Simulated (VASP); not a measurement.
# BP (I-4m2) in VASP: a series of runs

BP is run at these levels: PBEsol; tasks: single point.

Everything below comes from runs of VASP 6.6.1. Logs are shortened: lines on timing, memory, paths and dates and some standing lists are left out, and cuts for length are marked.

**1. The cell of the first run**

It takes space group I-4m2 (No. 119, tetragonal). The conventional cell has a = 3.292 Å, b = 3.292 Å, c = 4.456 Å, α = 90.00°, β = 90.00°, γ = 90.00°. Within 2.6 Å of B (site symmetry -4m2) lie 4 P at 1.99 Å. Within 2.6 Å of P (site symmetry -4m2) lie 4 B at 1.99 Å.

**2. Single point, PBEsol**

Input file INCAR:

```
SYSTEM = BP
PREC = Accurate
ENCUT = 520
EDIFF = 1E-6
ISMEAR = 0
SIGMA = 0.02
LREAL = .False.
LASPH = .True.
NELM = 80
ALGO = Normal
ISIF = 2
LWAVE = .False.
LCHARG = .False.
GGA = PS
NBANDS = 16
```

Input file KPOINTS:

```
Automatic mesh
0
Gamma
  8 8 6
  0 0 0
```

Input file POSCAR:

```
BP
1.0
    2.3279037727      2.3279037727      0.0000000000
   -2.3279037727      2.3279037727      0.0000000000
    0.0000000000      0.0000000000      4.4558791352
B P
2 2
Direct
    0.0000000000      0.0000000000      0.0000000000
    0.5000000000      0.5000000000      0.5000000000
    0.5000000000      0.0000000000      0.7500000000
    0.0000000000      0.5000000000      0.2500000000
```

Potentials or basis: VASP PAW PBE potentials, release 64 (B, P).

Run with:

```bash
$ cat potpaw_PBE.64/B/POTCAR potpaw_PBE.64/P/POTCAR > POTCAR
$ mpirun -np 1 vasp_std > vasp.out
```

OUTCAR:

```text
SYSTEM = BP
   PREC = Accurate
   ENCUT = 520
   EDIFF = 1E-6
   ISMEAR = 0
   LREAL = .False.
   LASPH = .True.
   NELM = 80
   ISIF = 2
   GGA = PS

 ion  position               nearest neighbor table
   1  0.000  0.000  0.000-   3 1.99   4 1.99   4 1.99   3 1.99
   2  0.500  0.500  0.500-   3 1.99   4 1.99   3 1.99   4 1.99
   3  0.500  0.000  0.750-   1 1.99   2 1.99   2 1.99   1 1.99
   4  0.000  0.500  0.250-   1 1.99   2 1.99   1 1.99   2 1.99

  LATTYP: Found a simple tetragonal cell.
 ALAT       =     3.2921530873
 C/A-ratio  =     1.3534847916

  Lattice vectors:

 A1 = (   2.3279037727,   2.3279037727,   0.0000000000)
 A2 = (  -2.3279037727,   2.3279037727,   0.0000000000)
 A3 = (   0.0000000000,   0.0000000000,   4.4558791352)

Analysis of symmetry for initial positions (statically):
=====================================================================
 Subroutine PRICEL returns following result:

  LATTYP: Found a body centered tetragonal cell.
 ALAT       =     3.2921530873
 C/A-ratio  =     1.3534847916

  Lattice vectors:

 A1 = (   0.0000000000,  -2.3279037727,  -2.2279395676)
 A2 = (   0.0000000000,   2.3279037727,  -2.2279395676)
 A3 = (   2.3279037727,   0.0000000000,   2.2279395676)

   2 primitive cells build up your supercell.

 Routine SETGRP: Setting up the symmetry group for a
 simple tetragonal supercell.

 Subroutine GETGRP returns: Found  8 space group operations
 (whereof  8 operations were pure point group operations)
 out of a pool of 16 trial point group operations.

The static configuration has the point symmetry D_2d.

Analysis of symmetry for dynamics (positions and initial velocities):
=====================================================================
 Subroutine PRICEL returns following result:

  LATTYP: Found a body centered tetragonal cell.
 ALAT       =     3.2921530873
 C/A-ratio  =     1.3534847916

  Lattice vectors:

 A1 = (   0.0000000000,  -2.3279037727,  -2.2279395676)
 A2 = (   0.0000000000,   2.3279037727,  -2.2279395676)
 A3 = (   2.3279037727,   0.0000000000,   2.2279395676)

   2 primitive cells build up your supercell.

 Routine SETGRP: Setting up the symmetry group for a
 simple tetragonal supercell.

 Subroutine GETGRP returns: Found  8 space group operations
[... 94 lines left out ...]
   PREC   = accura    normal or accurate (medium, high low for compatibility)
   ISTART =      0    job   : 0-new  1-cont  2-samecut
   ICHARG =      2    charge: 1-file 2-atom 10-const
   ISPIN  =      1    spin polarized calculation?
   LNONCOLLINEAR =      F non collinear calculations
   LSORBIT =      F    spin-orbit coupling
   LASPH  =      T    aspherical Exc in radial PAW
   ENCUT  =  520.0 eV  38.22 Ry    6.18 a.u.   6.12  6.12  8.28*2*pi/ulx,y,z
   NELM   =     80;   NELMIN=  2; NELMDL= -5     # of ELM steps
   EDIFF  = 0.1E-05   stopping-criterion for ELM
   LREAL  =      F    real-space projection
   EDIFFG = 0.1E-04   stopping-criterion for IOM
   NSW    =      0    number of steps for IOM
   IBRION =     -1    ionic relax: 0-MD 1-quasi-New 2-CG
   NFREE  =      0    steps in history (QN), initial steepest desc. (CG)
   ISIF   =      2    stress and relaxation
   ISYM   =      2    0-nonsym 1-usesym 2-fastsym
   POTIM  = 0.5000    time-step for ionic-motion
   TEBEG  =    0.0;   TEEND  =   0.0 temperature during run
   PSTRESS=    0.0 pullay stress
   NELECT =      16.0000    total number of electrons
   NUPDOWN=      -1.0000    fix difference up-down
   EMIN   =  10.00;   EMAX   =-10.00  energy-range for DOS
   EFERMI =   0.00;   METHOD = LEGACY
   ISMEAR =     0;   SIGMA  =   0.02  broadening in eV -4-tet -1-fermi 0-gaus
   EFERMI_NEDOS =   21; number of points for ismear=-14 and -15
   IALGO  =     38    algorithm
   IMIX   =      4    mixing-type and parameters
     AMIX     =   0.40;   BMIX     =  1.00
     AMIX_MAG =   1.60;   BMIX_MAG =  1.00
  volume/ion in A,a.u.               =      12.07        81.48
  Fermi-wavevector in a.u.,A,eV,Ry     =   1.132792  2.140667 17.459251  1.283219
  Thomas-Fermi vector in A             =   2.269494
   LORBIT       =      0    0 simple, 1 ext, 2 COOP (PROOUT), +10 PAW based schemes
   GGA     = PS    functional components
   LHFCALC =     F    Hartree Fock is set to
   AEXX    =    0.0000 exact exchange contribution
   IVDW    =     0    specifies the selected vdW correction
   LEPSILON=     F    determine dielectric tensor
   LRPA    =     F    only Hartree local field effects (RPA)
 non-spin polarized calculation
 Gauss-broadening in eV      SIGMA  =   0.02
  energy-cutoff  :      520.00
  volume of cell :       48.29
 maximum number of plane-waves:      1328
   NGX = 13   NGY = 13   NGZ = 17

 number of electron      16.0000001 magnetization

 Free energy of the ion-electron system (eV)
  ---------------------------------------------------
  ext. energy  EPLUGINS =         0.00000000
  ---------------------------------------------------
  free energy    TOTEN  =       -27.25383916 eV

  energy without entropy =      -27.25383916  energy(sigma->0) =      -27.25383916

 E-fermi :   7.3845     XC(G=0): -10.9093

 val. band max:        7.2908882890   @ k =   0.0000   0.0000   0.0000
 cond. band min:       7.8231583840   @ k =   0.0000   0.0000   0.1667
 fundamental gap:      0.5322700950
 Fermi energy:         7.3845229405

 k-point     1 :       0.0000    0.0000    0.0000
  band No.  band energies     occupation
      1      -8.1842      2.00000
      2      -3.2081      2.00000
      3      -1.1455      2.00000
      4       2.7078      2.00000
      5       2.7078      2.00000
      6       6.8900      2.00000
[... 433 lines left out ...]
      3      -0.1645      2.00000
      4      -0.1645      2.00000
      5       3.1062      2.00000
      6       3.1062      2.00000
[... 8 lines left out ...]
     15      15.1839      0.00000
     16      15.1839      0.00000

 [... further k-points ...]
[... 5 lines left out ...]
  --------------------------------------------------------------------------------------
  -------------------------------------------------------------------------------------
  Total       -3.1358575     -3.1358575      0.0322086      0.0000000      0.0000000      0.0000000
  in kB     -104.0335594   -104.0335594      1.0685344      0.0000000      0.0000000      0.0000000
  external PRESSURE =     -68.9995281 kB  Pullay stress =       0.0000000 kB

 VOLUME and BASIS-vectors are now :
 -----------------------------------------------------------------------------
  energy-cutoff  :      520.00
  volume of cell :       48.29
      direct lattice vectors                 reciprocal lattice vectors
     2.327903773  2.327903773  0.000000000     0.214785510  0.214785510  0.000000000
    -2.327903773  2.327903773  0.000000000    -0.214785510  0.214785510  0.000000000
     0.000000000  0.000000000  4.455879135     0.000000000  0.000000000  0.224422604

 POSITION                                       TOTAL-FORCE (eV/Angst)
 -----------------------------------------------------------------------------------
      0.00000      0.00000      0.00000        -0.000000      0.000000     -0.000000
      0.00000      2.32790      2.22794        -0.000000     -0.000000      0.000000
      1.16395      1.16395      3.34191         0.000000      0.000000     -0.000000
     -1.16395      1.16395      1.11397         0.000000      0.000000      0.000000
 -----------------------------------------------------------------------------------
    total drift:                               -0.000000      0.000000     -0.000000

  FREE ENERGIE OF THE ION-ELECTRON SYSTEM (eV)
  ---------------------------------------------------
  free  energy   TOTEN  =       -27.2538391619 eV

  energy  without entropy=      -27.2538391619  energy(sigma->0) =      -27.25383916
```

stdout:

```text
POSCAR found type information on POSCAR B P
 POSCAR found :  2 types and       4 ions
 scaLAPACK will be used
 -----------------------------------------------------------------------------
|                                                                             |
|                                                                             |
|     You enforced a specific xc type in the INCAR file but a different       |
|     I HOPE YOU KNOW WHAT YOU ARE DOING!                                     |
|                                                                             |
 -----------------------------------------------------------------------------

 LDA part: xc-table for (Slater+PW92), standard interpolation
 POSCAR, INCAR and KPOINTS ok, starting setup
 FFT: planning ... GRIDC
 FFT: planning ... GRID_SOFT
 FFT: planning ... GRID
 WAVECAR not read
 entering main loop
```

Wall time 18 s (1 thread of Intel Xeon Platinum 8488C (Sapphire Rapids), shared host); peak memory 0.17 GiB.

What came out:

| Property | Result |
| --- | --- |
| Free energy | -27.2538 eV |
| Pressure | -6.9 GPa |
| Band gap on the k mesh | 0.53 eV |

Stress tensor (GPa, compression positive):
```
-10.40   0.00   0.00
  0.00 -10.40   0.00
  0.00   0.00   0.11
```

Caveat: the PAW data sets were made with another functional, which shifts forces and pressure a little. A k mesh can miss the band edges.

**3. Single point, PBEsol (biaxial strain in the a-b plane: +4.5 %)**

Input file INCAR:

```
SYSTEM = BP
PREC = Accurate
ENCUT = 520
EDIFF = 1E-7
ISMEAR = 0
SIGMA = 0.02
LREAL = .False.
LASPH = .True.
NELM = 100
ALGO = Normal
ISIF = 2
LWAVE = .False.
LCHARG = .True.
GGA = PS
LELF = .True.
LVHAR = .True.
NBANDS = 16
```

KPOINTS is that of step 2.

Input file POSCAR:

```
BP
1.0
    2.3618052839      2.3618052839      0.0000000000
   -2.3618052839      2.3618052839      0.0000000000
    0.0000000000      0.0000000000      4.3981560599
B P
2 2
Direct
    0.0000000000      0.0000000000      0.0000000000
    0.5000000000      0.5000000000      0.5000000000
    0.5000000000      0.0000000000      0.7500000000
    0.0000000000      0.5000000000      0.2500000000
```

Potentials or basis: VASP PAW PBE potentials, release 64 (B, P).

Run with:

```bash
$ cat potpaw_PBE.64/B/POTCAR potpaw_PBE.64/P/POTCAR > POTCAR
$ mpirun -np 1 vasp_std > vasp.out
```

Run time: 38 s. Hardware: 1 thread of Intel Xeon Platinum 8488C (Sapphire Rapids), shared host; peak memory 0.18 GiB.

The run converged. Its results:

```yaml
Free_energy: -27.1407 eV
Pressure: -9.1 GPa
Band_gap_on_the_k_mesh: 0.17 eV
```

Stress tensor (GPa, compression positive):
```
-14.54   0.00   0.00
  0.00 -14.54   0.00
  0.00   0.00   1.69
```

Levels at points of the mesh, in eV from the valence-band top:
```tsv
k point	band 4	band 5	band 6	band 7	band 8	band 9	band 10	band 11	band 12	band 13
(0.00, 0.00, 0.00)	-4.84	-4.84	-0.63	-0.63	0.00	0.39	0.53	2.62	3.04	3.04
(0.50, 0.00, 0.00)	-6.49	-5.11	-5.11	-2.76	-2.76	2.69	2.69	5.80	5.80	7.26
(0.50, 0.50, 0.00)	-8.97	-4.19	-4.19	-4.07	-4.07	1.18	1.18	1.47	1.47	10.45
(0.00, 0.00, 0.50)	-3.65	-3.40	-3.40	-3.40	-3.40	0.81	0.81	4.44	4.44	7.05
(0.50, 0.00, 0.50)	-9.17	-2.54	-2.54	-1.72	-1.72	2.68	2.68	3.87	3.87	4.88
(0.50, 0.50, 0.50)	-8.37	-5.89	-5.89	-5.75	-5.75	5.55	5.55	6.95	6.95	7.25
```

Caveat: the cell differs from its parent crystal (biaxial strain in the a-b plane: +4.5 %); the PAW data sets were made with another functional, which shifts forces and pressure a little.

[end of part 1 of 2]
